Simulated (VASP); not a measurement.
The system is CoO.

```
Co O
1.0
     0.00000    2.13150    2.13150
     2.13150    0.00000    2.13150
     2.13150    2.13150    0.00000
Co O
1 1
Direct
  0.00000 0.00000 0.00000
  0.50000 0.50000 0.50000
```

Base run:

| Quantity | Value |
| --- | --- |
| Program | VASP 6.6.1 |
| Functional | PBE |
| Potentials or basis | VASP PAW PBE potentials, release 64 (Co, O) |
| Cutoff | 520 eV |
| k mesh | 9 × 9 × 9 |
| Occupations | fermi-dirac, width 0.02 eV |
| Spin | collinear spin, ferromagnetic start |
| Starting moments | [3.0, 0.0] μB |
| Hubbard terms | Co d U = 4.8 eV |

Its results: pressure -2.4 GPa; site moments Co +2.77; O +0.23 μB.

Problem. After a change of settings the same cell gave: pressure -16.8 GPa; site moments Co +0.76; O -0.17 μB. Which change was it?
A. moments at the start from [3.0, 0.0] to [0.56, 0.0]; fixed moment from none to 0.56 μB
B. moments at the start from [3.0, 0.0] to [2.26, 0.0]; fixed moment from none to 2.26 μB
C. further incar settings from ALGO = Normal; EDIFF = 1e-07; NBANDS = 18 to ALGO = Normal; EDIFF = 1e-06; NBANDS = 18; moments at the start from [3.0, 0.0] to [0.3, 0.0]

Solution. A.

Caveats: a cell with one magnetic atom can't hold antiferromagnetic order, which such compounds often take; the cell stands under tension (at least some runs); the total moment is fixed, so each spin has its own Fermi level (at least some runs).
